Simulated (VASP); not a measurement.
# Al12Cl in VASP: single point with PBE

Aim: the single point of Al12Cl with PBE.

All numbers are computed with VASP 6.6.1; they aren't measurements. Logs are shortened: lines on timing, memory, paths and dates and some standing lists are left out, and cuts for length are marked.

### 1 The cell of the first run

The cell holds a slab with vacuum, 13 atoms: a = 5.714 Å, b = 5.714 Å, c = 19.675 Å, α = 90.00°, β = 90.00°, γ = 90.00°.

### 2 Single point, PBE

File INCAR:

```
SYSTEM = Al12Cl
ALGO = Normal
DIPOL = 0.5 0.5 0.325
EDIFF = 1E-6
ENCUT = 520
GGA = PE
IDIPOL = 3
ISIF = 2
ISMEAR = 0
LASPH = .True.
LCHARG = .False.
LDIPOL = .True.
LREAL = .False.
LWAVE = .False.
NBANDS = 34
NELM = 60
PREC = Accurate
SIGMA = 0.1
```

File KPOINTS:

```
k-points
0
Gamma
  5 5 1
  0 0 0
```

File POSCAR:

```
Al12Cl
1.0
    5.7135165837      0.0000000000      0.0000000000
    0.0000000000      5.7135165837      0.0000000000
    0.0000000000      0.0000000000     19.6746954317
Al Cl
12 1
Direct
    0.2500000000      0.2500000000      0.2033068321
    0.2500000000      0.7500000000      0.2033068321
    0.7500000000      0.2500000000      0.2033068321
    0.7500000000      0.7500000000      0.2033068321
    0.0000000000      0.0000000000      0.3092728609
    0.0000000000      0.5000000000      0.3092728609
    0.5000000000      0.0000000000      0.3092728609
    0.5000000000      0.5000000000      0.3092728609
    0.2500000000      0.2500000000      0.4154928578
    0.2500000000      0.7500000000      0.4154928578
    0.7500000000      0.2500000000      0.4154928578
    0.7500000000      0.7500000000      0.4154928578
    0.2500000000      0.5000000000      0.5145195080
```

Potentials or basis: VASP PAW PBE potentials, release 64 (Al, Cl).

Started as:

```
$ cat potpaw_PBE.64/Al/POTCAR potpaw_PBE.64/Cl/POTCAR > POTCAR
$ mpirun -np 1 vasp_std > vasp.out
```

OUTCAR:

```text
SYSTEM = Al12Cl
   EDIFF = 1E-6
   ENCUT = 520
   GGA = PE
   ISIF = 2
   ISMEAR = 0
   LASPH = .True.
   LREAL = .False.
   NELM = 60
   PREC = Accurate

 ion  position               nearest neighbor table
   1  0.250  0.250  0.203-   2 2.86   3 2.86   2 2.86   3 2.86   7 2.90   8 2.90   5 2.90   6 2.90

   2  0.250  0.750  0.203-   1 2.86   4 2.86   1 2.86   4 2.86   7 2.90   8 2.90   5 2.90   6 2.90

   3  0.750  0.250  0.203-   1 2.86   4 2.86   4 2.86   1 2.86   7 2.90   8 2.90   5 2.90   6 2.90
[... 4 lines left out ...]
                            11 2.91  12 2.91   9 2.91  10 2.91
   6  0.000  0.500  0.309-   5 2.86   8 2.86   5 2.86   8 2.86   1 2.90   2 2.90   3 2.90   4 2.90
                            11 2.91  12 2.91   9 2.91  10 2.91
   7  0.500  0.000  0.309-   5 2.86   8 2.86   8 2.86   5 2.86   1 2.90   2 2.90   3 2.90   4 2.90
                            11 2.91  12 2.91   9 2.91  10 2.91
   8  0.500  0.500  0.309-   6 2.86   7 2.86   7 2.86   6 2.86   1 2.90   2 2.90   3 2.90   4 2.90
                            11 2.91  12 2.91   9 2.91  10 2.91
   9  0.250  0.250  0.415-  13 2.42  11 2.86  10 2.86  10 2.86  11 2.86   6 2.91   7 2.91   8 2.91
                             5 2.91
  10  0.250  0.750  0.415-  13 2.42  12 2.86   9 2.86   9 2.86  12 2.86   6 2.91   7 2.91   8 2.91
                             5 2.91
  11  0.750  0.250  0.415-   9 2.86  12 2.86  12 2.86   9 2.86   5 2.91   6 2.91   7 2.91   8 2.91

  12  0.750  0.750  0.415-  10 2.86  11 2.86  11 2.86  10 2.86   5 2.91   6 2.91   7 2.91   8 2.91

  13  0.250  0.500  0.515-   9 2.42  10 2.42

  LATTYP: Found a simple tetragonal cell.
 ALAT       =     5.7135165837
 C/A-ratio  =     3.4435351930

  Lattice vectors:

 A1 = (   5.7135165837,   0.0000000000,   0.0000000000)
 A2 = (   0.0000000000,   5.7135165837,   0.0000000000)
 A3 = (   0.0000000000,   0.0000000000,  19.6746954317)

Analysis of symmetry for initial positions (statically):
=====================================================================
 Subroutine PRICEL returns:
 Original cell was already a primitive cell.

 Routine SETGRP: Setting up the symmetry group for a
 simple tetragonal supercell.

 Subroutine GETGRP returns: Found  4 space group operations
 (whereof  2 operations were pure point group operations)
 out of a pool of 16 trial point group operations.

The static configuration has the point symmetry C_1h.
 The point group associated with its full space group is C_2v.

Analysis of symmetry for dynamics (positions and initial velocities):
=====================================================================
 Subroutine PRICEL returns:
 Original cell was already a primitive cell.

 Routine SETGRP: Setting up the symmetry group for a
 simple tetragonal supercell.

 Subroutine GETGRP returns: Found  4 space group operations
 (whereof  2 operations were pure point group operations)
 out of a pool of 16 trial point group operations.

The dynamic configuration has the point symmetry C_1h.
 The point group associated with its full space group is C_2v.

 Subroutine INISYM returns: Found  4 space group operations
 (whereof  2 operations are pure point group operations),
 and found     1 'primitive' translations

----------------------------------------------------------------------------------------

                                     Primitive cell

  volume of cell :     642.2661

  direct lattice vectors                    reciprocal lattice vectors
     5.713516584  0.000000000  0.000000000     0.175023558  0.000000000  0.000000000
     0.000000000  5.713516584  0.000000000     0.000000000  0.175023558  0.000000000
     0.000000000  0.000000000 19.674695432     0.000000000  0.000000000  0.050826708

  length of vectors
     5.713516584  5.713516584 19.674695432     0.175023558  0.175023558  0.050826708

  position of ions in fractional coordinates (direct lattice)
     0.250000000  0.250000000  0.203306832
     0.250000000  0.750000000  0.203306832
     0.750000000  0.250000000  0.203306832
     0.750000000  0.750000000  0.203306832
     0.000000000  0.000000000  0.309272861
     0.000000000  0.500000000  0.309272861
     0.500000000  0.000000000  0.309272861
     0.500000000  0.500000000  0.309272861
     0.250000000  0.250000000  0.415492858
     0.250000000  0.750000000  0.415492858
     0.750000000  0.250000000  0.415492858
     0.750000000  0.750000000  0.415492858
[... 38 lines left out ...]

 Subroutine IBZKPT returns following result:
 ===========================================

 Found      9 irreducible k-points:

 Following reciprocal coordinates:
            Coordinates               Weight
  0.000000  0.000000  0.000000      1.000000
  0.200000  0.000000  0.000000      2.000000
  0.000000  0.200000  0.000000      2.000000
  0.400000  0.000000  0.000000      2.000000
  0.000000  0.400000  0.000000      2.000000
  0.200000  0.200000  0.000000      4.000000
  0.400000  0.200000  0.000000      4.000000
 -0.200000  0.400000  0.000000      4.000000
  0.400000  0.400000  0.000000      4.000000
   k-points           NKPTS =      9   k-points in BZ     NKDIM =      9   number of bands    NBANDS=     34
   number of dos      NEDOS =    301   number of ions     NIONS =     13
   total plane-waves  NPLWV = 264600
   dimension x,y,z NGX =    42 NGY =   42 NGZ =  150
   dimension x,y,z NGXF=    84 NGYF=   84 NGZF=  300
   ions per type =              12   1
   NGX,Y,Z   is equivalent  to a cutoff of  12.22, 12.22, 12.67 a.u.
   NGXF,Y,Z  is equivalent  to a cutoff of  24.44, 24.44, 25.35 a.u.
 SYSTEM =  Al12Cl
   PREC   = accura    normal or accurate (medium, high low for compatibility)
   ISTART =      0    job   : 0-new  1-cont  2-samecut
   ICHARG =      2    charge: 1-file 2-atom 10-const
   ISPIN  =      1    spin polarized calculation?
   LNONCOLLINEAR =      F non collinear calculations
   LSORBIT =      F    spin-orbit coupling
   LASPH  =      T    aspherical Exc in radial PAW
   ENCUT  =  520.0 eV  38.22 Ry    6.18 a.u.  10.62 10.62 36.58*2*pi/ulx,y,z
   NELM   =     60;   NELMIN=  2; NELMDL= -5     # of ELM steps
   EDIFF  = 0.1E-05   stopping-criterion for ELM
   LREAL  =      F    real-space projection
   EDIFFG = 0.1E-04   stopping-criterion for IOM
   NSW    =      0    number of steps for IOM
   IBRION =     -1    ionic relax: 0-MD 1-quasi-New 2-CG
   NFREE  =      0    steps in history (QN), initial steepest desc. (CG)
   ISIF   =      2    stress and relaxation
   ISYM   =      2    0-nonsym 1-usesym 2-fastsym
   POTIM  = 0.5000    time-step for ionic-motion
   TEBEG  =    0.0;   TEEND  =   0.0 temperature during run
   PSTRESS=    0.0 pullay stress
   NELECT =      43.0000    total number of electrons
   NUPDOWN=      -1.0000    fix difference up-down
   EMIN   =  10.00;   EMAX   =-10.00  energy-range for DOS
   EFERMI =   0.00;   METHOD = LEGACY
   ISMEAR =     0;   SIGMA  =   0.10  broadening in eV -4-tet -1-fermi 0-gaus
   EFERMI_NEDOS =   21; number of points for ismear=-14 and -15
   IALGO  =     38    algorithm
   IMIX   =      4    mixing-type and parameters
     AMIX     =   0.40;   BMIX     =  1.00
     AMIX_MAG =   1.60;   BMIX_MAG =  1.00
  volume/ion in A,a.u.               =      49.41       333.40
  Fermi-wavevector in a.u.,A,eV,Ry     =   0.664751  1.256198  6.012340  0.441895
  Thomas-Fermi vector in A             =   1.738535
   LORBIT       =      0    0 simple, 1 ext, 2 COOP (PROOUT), +10 PAW based schemes
   GGA     = PE    functional components
   LHFCALC =     F    Hartree Fock is set to
   AEXX    =    0.0000 exact exchange contribution
   IVDW    =     0    specifies the selected vdW correction
   LEPSILON=     F    determine dielectric tensor
   LRPA    =     F    only Hartree local field effects (RPA)
 non-spin polarized calculation
 Gauss-broadening in eV      SIGMA  =   0.10
  energy-cutoff  :      520.00
  volume of cell :      642.27
 maximum number of plane-waves:     17320
   NGX = 21   NGY = 21   NGZ = 73

 dipolmoment           0.000000      0.000000     -0.015276 electrons x Angstroem

 number of electron      43.0000003 magnetization

 dipolmoment           0.000000      0.000000      0.049777 electrons x Angstroem

 Free energy of the ion-electron system (eV)
  ---------------------------------------------------
  ext. energy  EPLUGINS =         0.00000000
  ---------------------------------------------------
  free energy    TOTEN  =       -44.91636061 eV

  energy without entropy =      -44.89500199  energy(sigma->0) =      -44.90568130

 E-fermi :  -0.3397     XC(G=0):  -4.4543

 val. band max:       -0.3407128821   @ k =   0.0000   0.0000   0.0000
 cond. band min:      -0.3197254029   @ k =   0.4000   0.0000   0.0000
 fundamental gap:      0.0209874792
 Fermi energy:        -0.3397499692

 k-point     1 :       0.0000    0.0000    0.0000
  band No.  band energies     occupation
      1     -16.5528      2.00000
      2     -10.4395      2.00000
      3      -8.3939      2.00000
      4      -6.3360      2.00000
      5      -6.2150      2.00000
      6      -5.9914      2.00000
[... 313 lines left out ...]
     32       2.6394      0.00000
     33       2.7010      0.00000
 [bands above 33 left out]

------------------------ aborting loop because EDIFF is reached ----------------------------------------

 vacuum level on the upper side and lower side of the slab       (xc-potential included)         0.116        -0.149

  FORCE on cell =-STRESS in cart. coord.  units (eV):
  Direction    XX          YY          ZZ          XY          YZ          ZX
  --------------------------------------------------------------------------------------
  -------------------------------------------------------------------------------------
  Total       -6.6433833     -6.5771150     -1.0635718      0.0000000      0.0000000      0.0000000
  in kB      -16.5723804    -16.4070694     -2.6531537      0.0000000      0.0000000      0.0000000
  external PRESSURE =     -11.8775345 kB  Pullay stress =       0.0000000 kB

 VOLUME and BASIS-vectors are now :
 -----------------------------------------------------------------------------
  energy-cutoff  :      520.00
  volume of cell :      642.27
      direct lattice vectors                 reciprocal lattice vectors
     5.713516584  0.000000000  0.000000000     0.175023558  0.000000000  0.000000000
     0.000000000  5.713516584  0.000000000     0.000000000  0.175023558  0.000000000
     0.000000000  0.000000000 19.674695432     0.000000000  0.000000000  0.050826708

 POSITION                                       TOTAL-FORCE (eV/Angst)
 -----------------------------------------------------------------------------------
      1.42838      1.42838      4.00000        -0.000000      0.096746      0.090366
      1.42838      4.28514      4.00000        -0.000000     -0.096746      0.090366
      4.28514      1.42838      4.00000        -0.000000     -0.055255     -0.010413
      4.28514      4.28514      4.00000        -0.000000      0.055255     -0.010413
      0.00000      0.00000      6.08485        -0.122713      0.000000     -0.059391
      0.00000      2.85676      6.08485         0.090941      0.000000      0.142479
      2.85676      0.00000      6.08485         0.122713      0.000000     -0.059391
      2.85676      2.85676      6.08485        -0.090941      0.000000      0.142479
      1.42838      1.42838      8.17470        -0.000000     -0.334028      0.020327
      1.42838      4.28514      8.17470        -0.000000      0.334028      0.020327
      4.28514      1.42838      8.17470        -0.000000     -0.226239     -0.176913
      4.28514      4.28514      8.17470        -0.000000      0.226239     -0.176913
      1.42838      2.85676     10.12301        -0.000000      0.000000     -0.012911
 -----------------------------------------------------------------------------------
    total drift:                                0.000000     -0.000000      0.000174

  FREE ENERGIE OF THE ION-ELECTRON SYSTEM (eV)
  ---------------------------------------------------
  free  energy   TOTEN  =       -44.9163606064 eV

  energy  without entropy=      -44.8950019937  energy(sigma->0) =      -44.90568130

 vacuum level on the upper side and lower side of the slab         4.351         4.077
```

It took 3.8 min on 1 thread of Intel Xeon 6975P-C (Granite Rapids), shared host; peak memory 0.61 GiB.

What came out:

```yaml
Free_energy: -44.9164 eV
Largest_force: 0.335 eV/Å
Band_gap_on_the_k_mesh: zero (an odd number of electrons rules out a gap without spin polarisation)
```

Forces in eV/Å, atoms in the order of the input:
```
Al   0.000  0.097  0.090
Al   0.000 -0.097  0.090
Al   0.000 -0.055 -0.010
Al   0.000  0.055 -0.010
Al  -0.123  0.000 -0.059
Al   0.091  0.000  0.142
Al   0.123  0.000 -0.059
Al  -0.091  0.000  0.142
Al   0.000 -0.334  0.020
Al   0.000  0.334  0.020
Al   0.000 -0.226 -0.177
Al   0.000  0.226 -0.177
Cl   0.000  0.000 -0.013
```

Caveat: an odd number of electrons without spin polarisation forces a metal; a magnetic or distorted state may lie lower.
